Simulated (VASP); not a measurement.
# W (Im-3m) in VASP: notebook

W is run at these levels: PBEsol; tasks: single point, relaxation of cell and atoms.

Program: VASP 6.6.1. These are calculated values, not measurements. Logs are shortened: lines on timing, memory, paths and dates and some standing lists are left out, and cuts for length are marked.

## (1) The cell of the first run

The structure is cubic, space group Im-3m (No. 229). The conventional cell has a = 3.154 Å, b = 3.154 Å, c = 3.154 Å, α = 90.00°, β = 90.00°, γ = 90.00°. Within 3.6 Å of W (site symmetry m-3m) lie 14 W at 2.73 to 3.15 Å.

## (2) Single point, PBEsol

INCAR reads:

```
PREC = Accurate
ENCUT = 520
EDIFF = 1E-6
ISMEAR = -1
SIGMA = 0.1
LREAL = F
LASPH = T
NELM = 80
ALGO = Normal
ISIF = 2
LWAVE = F
LCHARG = F
GGA = PS
NBANDS = 13
```

KPOINTS reads:

```
Automatic mesh
0
Gamma
  19 19 19
```

POSCAR reads:

```
W
1.0
   -1.5769517519      1.5769517519      1.5769517519
    1.5769517519     -1.5769517519      1.5769517519
    1.5769517519      1.5769517519     -1.5769517519
W
1
Direct
    0.0000000000      0.0000000000      0.0000000000
```

Potentials or basis: VASP PAW PBE potentials, release 64 (W_sv).

Started as:

```console
cat potpaw_PBE.64/W_sv/POTCAR > POTCAR
mpirun -np 1 vasp_std > vasp.out
```

OUTCAR:

```text
PREC = Accurate
   ENCUT = 520
   EDIFF = 1E-6
   ISMEAR = -1
   LREAL = F
   LASPH = T
   NELM = 80
   ISIF = 2
   GGA = PS

 ion  position               nearest neighbor table
   1  0.000  0.000  0.000-

  LATTYP: Found a body centered cubic cell.
 ALAT       =     3.1539035038

  Lattice vectors:

 A1 = (  -1.5769517519,   1.5769517519,   1.5769517519)
 A2 = (   1.5769517519,  -1.5769517519,   1.5769517519)
 A3 = (   1.5769517519,   1.5769517519,  -1.5769517519)

Analysis of symmetry for initial positions (statically):
=====================================================================
 Subroutine PRICEL returns:
 Original cell was already a primitive cell.

 Routine SETGRP: Setting up the symmetry group for a
 body centered cubic supercell.

 Subroutine GETGRP returns: Found 48 space group operations
 (whereof 48 operations were pure point group operations)
 out of a pool of 48 trial point group operations.

The static configuration has the point symmetry O_h .

Analysis of symmetry for dynamics (positions and initial velocities):
=====================================================================
 Subroutine PRICEL returns:
 Original cell was already a primitive cell.

 Routine SETGRP: Setting up the symmetry group for a
 body centered cubic supercell.

 Subroutine GETGRP returns: Found 48 space group operations
 (whereof 48 operations were pure point group operations)
 out of a pool of 48 trial point group operations.

The dynamic configuration has the point symmetry O_h .

 Subroutine INISYM returns: Found 48 space group operations
 (whereof 48 operations are pure point group operations),
 and found     1 'primitive' translations

----------------------------------------------------------------------------------------

                                     Primitive cell

  volume of cell :      15.6861

  direct lattice vectors                    reciprocal lattice vectors
    -1.576951752  1.576951752  1.576951752     0.000000000  0.317067405  0.317067405
     1.576951752 -1.576951752  1.576951752     0.317067405  0.000000000  0.317067405
     1.576951752  1.576951752 -1.576951752     0.317067405  0.317067405  0.000000000

  length of vectors
     2.731360555  2.731360555  2.731360555     0.448401025  0.448401025  0.448401025

  position of ions in fractional coordinates (direct lattice)
     0.000000000  0.000000000  0.000000000

  ion indices of the primitive-cell ions
   primitive index   ion index
                 1           1

----------------------------------------------------------------------------------------

 KPOINTS: Automatic mesh

Automatic generation of k-mesh.
 Grid dimensions read from file:
 generate k-points for:   19   19   19

 Generating k-lattice:

  Cartesian coordinates                     Fractional coordinates (reciprocal lattice)
     0.000000000  0.016687758  0.016687758     0.052631579  0.000000000  0.000000000
     0.016687758  0.000000000  0.016687758     0.000000000  0.052631579  0.000000000
     0.016687758  0.016687758  0.000000000     0.000000000  0.000000000  0.052631579

  Length of vectors
     0.023600054  0.023600054  0.023600054

  Shift w.r.t. Gamma in fractional coordinates (k-lattice)
     0.000000000  0.000000000  0.000000000

 Subroutine IBZKPT returns following result:
 ===========================================

 Found    220 irreducible k-points:

 Following reciprocal coordinates:
            Coordinates               Weight
  0.000000  0.000000  0.000000      1.000000
  0.052632  0.000000  0.000000     12.000000
  0.105263  0.000000  0.000000     12.000000
  0.157895  0.000000  0.000000     12.000000
  0.210526  0.000000  0.000000     12.000000
  0.263158  0.000000  0.000000     12.000000
[... 16 lines left out ...]
  0.263158  0.105263  0.000000     48.000000
  0.315789  0.105263  0.000000     48.000000
 [... further k-points ...]
   k-points           NKPTS =    220   k-points in BZ     NKDIM =    220   number of bands    NBANDS=     13
   number of dos      NEDOS =    301   number of ions     NIONS =      1
   total plane-waves  NPLWV =   8000
   dimension x,y,z NGX =    20 NGY =   20 NGZ =   20
   dimension x,y,z NGXF=    40 NGYF=   40 NGZF=   40
   ions per type =               1
   NGX,Y,Z   is equivalent  to a cutoff of  12.17, 12.17, 12.17 a.u.
   NGXF,Y,Z  is equivalent  to a cutoff of  24.35, 24.35, 24.35 a.u.
 SYSTEM =  unknown system
   PREC   = accura    normal or accurate (medium, high low for compatibility)
   ISTART =      0    job   : 0-new  1-cont  2-samecut
   ICHARG =      2    charge: 1-file 2-atom 10-const
   ISPIN  =      1    spin polarized calculation?
   LNONCOLLINEAR =      F non collinear calculations
   LSORBIT =      F    spin-orbit coupling
   LASPH  =      T    aspherical Exc in radial PAW
   ENCUT  =  520.0 eV  38.22 Ry    6.18 a.u.   5.08  5.08  5.08*2*pi/ulx,y,z
   NELM   =     80;   NELMIN=  2; NELMDL= -5     # of ELM steps
   EDIFF  = 0.1E-05   stopping-criterion for ELM
   LREAL  =      F    real-space projection
   EDIFFG = 0.1E-04   stopping-criterion for IOM
   NSW    =      0    number of steps for IOM
   IBRION =     -1    ionic relax: 0-MD 1-quasi-New 2-CG
   NFREE  =      0    steps in history (QN), initial steepest desc. (CG)
   ISIF   =      2    stress and relaxation
   ISYM   =      2    0-nonsym 1-usesym 2-fastsym
   POTIM  = 0.5000    time-step for ionic-motion
   TEBEG  =    0.0;   TEEND  =   0.0 temperature during run
   PSTRESS=    0.0 pullay stress
   NELECT =      14.0000    total number of electrons
   NUPDOWN=      -1.0000    fix difference up-down
   EMIN   =  10.00;   EMAX   =-10.00  energy-range for DOS
   EFERMI =   0.00;   METHOD = LEGACY
   ISMEAR =    -1;   SIGMA  =   0.10  broadening in eV -4-tet -1-fermi 0-gaus
   EFERMI_NEDOS =   21; number of points for ismear=-14 and -15
   IALGO  =     38    algorithm
   IMIX   =      4    mixing-type and parameters
     AMIX     =   0.40;   BMIX     =  1.00
     AMIX_MAG =   1.60;   BMIX_MAG =  1.00
  volume/ion in A,a.u.               =      15.69       105.86
  Fermi-wavevector in a.u.,A,eV,Ry     =   1.576204  2.978594 33.802576  2.484419
  Thomas-Fermi vector in A             =   2.677072
   LORBIT       =      0    0 simple, 1 ext, 2 COOP (PROOUT), +10 PAW based schemes
   GGA     = PS    functional components
   LHFCALC =     F    Hartree Fock is set to
   AEXX    =    0.0000 exact exchange contribution
   IVDW    =     0    specifies the selected vdW correction
   LEPSILON=     F    determine dielectric tensor
   LRPA    =     F    only Hartree local field effects (RPA)
 non-spin polarized calculation
  energy-cutoff  :      520.00
  volume of cell :       15.69
 maximum number of plane-waves:       435
   NGX = 11   NGY = 11   NGZ = 11

 number of electron      14.0000005 magnetization

 Free energy of the ion-electron system (eV)
  ---------------------------------------------------
  ext. energy  EPLUGINS =         0.00000000
  ---------------------------------------------------
  free energy    TOTEN  =       -13.81349350 eV

  energy without entropy =      -13.79939650  energy(sigma->0) =      -13.80644500

 E-fermi :  11.4031     XC(G=0): -13.8202

 val. band max:       11.3935326319   @ k =  -0.3158   0.3158   0.2105
 cond. band min:      11.4575749848   @ k =  -0.4737   0.4737   0.2105
 fundamental gap:      0.0640423528
 Fermi energy:        11.4031137739

 k-point     1 :       0.0000    0.0000    0.0000
  band No.  band energies     occupation
      1     -62.7025      2.00000
      2     -26.2446      2.00000
      3     -26.2446      2.00000
      4     -26.2446      2.00000
      5       1.7155      2.00000
      6      10.1760      1.99999
      7      10.1760      1.99999
      8      10.1760      1.99999
      9      13.6889      0.00000
     10      13.6889      0.00000
     11      25.9922      0.00000
     12      25.9922      0.00000
     13      25.9922      0.00000

 k-point     2 :       0.0526    0.0000    0.0000
  band No.  band energies     occupation
      1     -62.6987      2.00000
      2     -26.2840      2.00000
      3     -26.2569      2.00000
      4     -26.2448      2.00000
      5       1.8523      2.00000
      6      10.0921      2.00000
      7      10.1578      1.99999
      8      10.3079      1.99996
      9      13.5519      0.00000
     10      13.6895      0.00000
     11      26.1109      0.00000
     12      26.2243      0.00000
     13      26.3346      0.00000

 k-point     3 :       0.1053    0.0000    0.0000
  band No.  band energies     occupation
      1     -62.6877      2.00000
      2     -26.3970      2.00000
      3     -26.2921      2.00000
      4     -26.2454      2.00000
      5       2.2488      2.00000
      6       9.8586      2.00000
      7      10.0801      2.00000
      8      10.6994      1.99824
      9      13.2490      0.00000
     10      13.6973      0.00000
     11      26.4169      0.00000
     12      26.9010      0.00000
     13      27.2264      0.00000
[... 305 lines left out ...]
 k-point    23 :       0.2632    0.1053    0.0000
  band No.  band energies     occupation
      1     -62.5978      2.00000
      2     -27.2127      2.00000
      3     -26.5731      2.00000
      4     -26.3020      2.00000
      5       5.2236      2.00000
      6       8.4285      2.00000
      7       9.3285      2.00000
      8      13.0132      0.00000
      9      14.3774      0.00000
     10      15.0890      0.00000
     11      25.1512      0.00000
     12      26.6867      0.00000
     13      31.3103      0.00000

 k-point    24 :       0.3158    0.1053    0.0000
  band No.  band energies     occupation
      1     -62.5793      2.00000
      2     -27.3645      2.00000
      3     -26.6435      2.00000
      4     -26.3046      2.00000
      5       5.4612      2.00000
      6       8.1750      2.00000
      7       9.8805      2.00000
      8      13.3135      0.00000
      9      14.5095      0.00000
     10      16.3610      0.00000
     11      24.0353      0.00000
     12      25.2838      0.00000
     13      30.0199      0.00000

 [... further k-points ...]

------------------------ aborting loop because EDIFF is reached ----------------------------------------

  FORCE on cell =-STRESS in cart. coord.  units (eV):
  Direction    XX          YY          ZZ          XY          YZ          ZX
  --------------------------------------------------------------------------------------
  -------------------------------------------------------------------------------------
  Total        0.0632443      0.0632443      0.0632443      0.0000000      0.0000000     -0.0000000
  in kB        6.4597642      6.4597642      6.4597642      0.0000000      0.0000000     -0.0000000
  external PRESSURE =       6.4597642 kB  Pullay stress =       0.0000000 kB

 VOLUME and BASIS-vectors are now :
 -----------------------------------------------------------------------------
  energy-cutoff  :      520.00
  volume of cell :       15.69
      direct lattice vectors                 reciprocal lattice vectors
    -1.576951752  1.576951752  1.576951752     0.000000000  0.317067405  0.317067405
     1.576951752 -1.576951752  1.576951752     0.317067405  0.000000000  0.317067405
     1.576951752  1.576951752 -1.576951752     0.317067405  0.317067405  0.000000000

 POSITION                                       TOTAL-FORCE (eV/Angst)
 -----------------------------------------------------------------------------------
      0.00000      0.00000      0.00000        -0.000000      0.000000      0.000000
 -----------------------------------------------------------------------------------
    total drift:                                0.000000     -0.000000      0.000000

  FREE ENERGIE OF THE ION-ELECTRON SYSTEM (eV)
  ---------------------------------------------------
  free  energy   TOTEN  =       -13.8134934982 eV

  energy  without entropy=      -13.7993965039  energy(sigma->0) =      -13.80644500
```

It took 12 s on 1 thread of AMD EPYC 9R45 (Zen 5), shared host; peak memory 0.12 GiB.

Results:

```yaml
Free_energy: -13.8135 eV
Pressure: 0.6 GPa
Band_gap_on_the_k_mesh: zero (band 7 reaches 16.33 eV, above the bottom of band 8 at 10.18 eV)
```

Caveat: the PAW data sets were made with another functional, which shifts forces and pressure a little; spin-orbit coupling is left out, which moves the levels of the heavy elements.

## (3) Relaxation of cell and atoms, PBEsol

This run uses another cell than the first one, of 15.73 Å³/atom, 1.003 times its volume.

INCAR reads:

```
  ALGO = Normal
  EDIFF = 1E-7
  EDIFFG = -0.005
  ENCUT = 600
  GGA = PS
  IBRION = 2
  ISIF = 3
  ISMEAR = -1
  LASPH = True
  LCHARG = False
  LREAL = False
  LWAVE = False
  NELM = 100
  NSW = 60
  PREC = Accurate
  SIGMA = 0.1
```

KPOINTS reads:

```
k-points
0
Gamma
  19 19 19
```

POSCAR reads:

```
W
1.0
   -1.5784212184      1.5784212184      1.5784212184
    1.5784212184     -1.5784212184      1.5784212184
    1.5784212184      1.5784212184     -1.5784212184
W
1
Direct
    0.0000000000      0.0000000000      0.0000000000
```

Potentials or basis: VASP PAW PBE potentials, release 64 (W_sv).

Started as:

```console
cat potpaw_PBE.64/W_sv/POTCAR > POTCAR
mpirun -np 1 vasp_std > vasp.out
```

It took 33 s on 1 thread of AMD EPYC 9R45 (Zen 5), shared host; peak memory 0.14 GiB.

The run converged. Its results:

```yaml
Free_energy: -13.8137 eV
Relaxed_volume: 15.72 Å³/atom
Relaxed_cell: a = 2.733 Å, b = 2.733 Å, c = 2.733 Å, α = 109.47°, β = 109.47°, γ = 109.47°
Space_group_after_relaxing_to_0.05_Å: Im-3m (No. 229)
Energy_gained_by_relaxing: 0.0 meV/atom
Ionic_steps: 3
Pressure_after_relaxing: 0.0 GPa
Band_gap_on_the_k_mesh: zero (band 7 reaches 16.29 eV, above the bottom of band 8 at 10.15 eV)
```

Final structure:
```yaml
crystal:
  lattice:
    - [-1.57809, 1.57809, 1.57809]
    - [1.57809, -1.57809, 1.57809]
    - [1.57809, 1.57809, -1.57809]
  atoms:
    - { symbol: W, position: [0.00000, 0.00000, 0.00000] }
```

Levels at points of the mesh, in eV from the Fermi level:
| k point | band 5 | band 6 | band 7 | band 8 | band 9 | band 10 |
| --- | --- | --- | --- | --- | --- | --- |
| (0.00, 0.00, 0.00) | -9.67 | -1.22 | -1.22 | -1.22 | 2.28 | 2.28 |

Caveat: the PAW data sets were made with another functional, which shifts forces and pressure a little; spin-orbit coupling is left out, which moves the levels of the heavy elements.

## (4) Single point, PBEsol

This run uses another cell than the first one: it holds 3 atoms, not 1.

INCAR reads:

```
SYSTEM = W
PREC = Accurate
ENCUT = 520
EDIFF = 1E-7
ISMEAR = -1
SIGMA = 0.1
LREAL = .False.
LASPH = .True.
NELM = 80
ALGO = Normal
ISIF = 2
LWAVE = .False.
LCHARG = .True.
GGA = PS
LELF = .True.
LVHAR = .True.
NBANDS = 28
```

KPOINTS reads:

```
Automatic mesh
0
Gamma
  11 11 15
  0 0 0
```

POSCAR reads:

```
W
1.0
    0.0000000000      3.1539035038     -3.1539035038
   -3.1539035038      0.0000000000      3.1539035038
    1.5769517519      1.5769517519      1.5769517519
W
3
Direct
    0.0000000000      0.0000000000      0.0000000000
    0.3333333330      0.6666666670      0.3333333330
    0.6666666670      0.3333333330      0.6666666670
```

Started as:

```console
cat potpaw_PBE.64/W_sv/POTCAR > POTCAR
mpirun -np 1 vasp_std > vasp.out
```

It took 95 s on 1 thread of AMD EPYC 9R45 (Zen 5), shared host; peak memory 0.27 GiB.

It converged, with:

| Property | Result |
| --- | --- |
| Free energy | -41.4359 eV |
| Pressure | 0.7 GPa |
| Band gap on the k mesh | zero (band 21 reaches 14.11 eV, above the bottom of band 22 at 10.18 eV) |

Levels at points of the mesh, in eV from the Fermi level:
| k point | band 17 | band 18 | band 19 | band 20 | band 21 | band 22 | band 23 | band 24 | band 25 | band 26 |
| --- | --- | --- | --- | --- | --- | --- | --- | --- | --- | --- |
| (0.00, 0.00, 0.00) | -2.71 | -2.71 | -2.71 | -1.25 | -1.25 | -1.25 | 2.26 | 2.26 | 2.85 | 2.85 |

Caveat: the PAW data sets were made with another functional, which shifts forces and pressure a little; spin-orbit coupling is left out, which moves the levels of the heavy elements.

## (5) Summary

| task | cell | k mesh | cutoff (eV) | gap on the mesh (eV) | pressure (GPa) |
| --- | --- | --- | --- | --- | --- |
| single point | a = 2.731 Å, angles 109.5°, 1 atom | 19 × 19 × 19 | 520 | none | 0.6 |
| relaxation of cell and atoms | relaxed from a = 2.734 Å, angles 109.5°, 1 atom | 19 × 19 × 19 | 600 | none | 0.0 |
| single point | a = 4.460, b = 4.460, c = 2.731 Å, angles 90.0, 90.0, 120.0°, 3 atoms | 11 × 11 × 15 | 520 | none | 0.7 |

Alike in all rows: level PBEsol; potentials or basis VASP PAW PBE potentials, release 64 (W_sv); no spin polarisation; smearing fermi-dirac 0.1 eV.

Caveats: the PAW data sets were made with another functional, which shifts forces and pressure a little; spin-orbit coupling is left out, which moves the levels of the heavy elements.

Absolute energies hang on the potentials; compare differences alone.
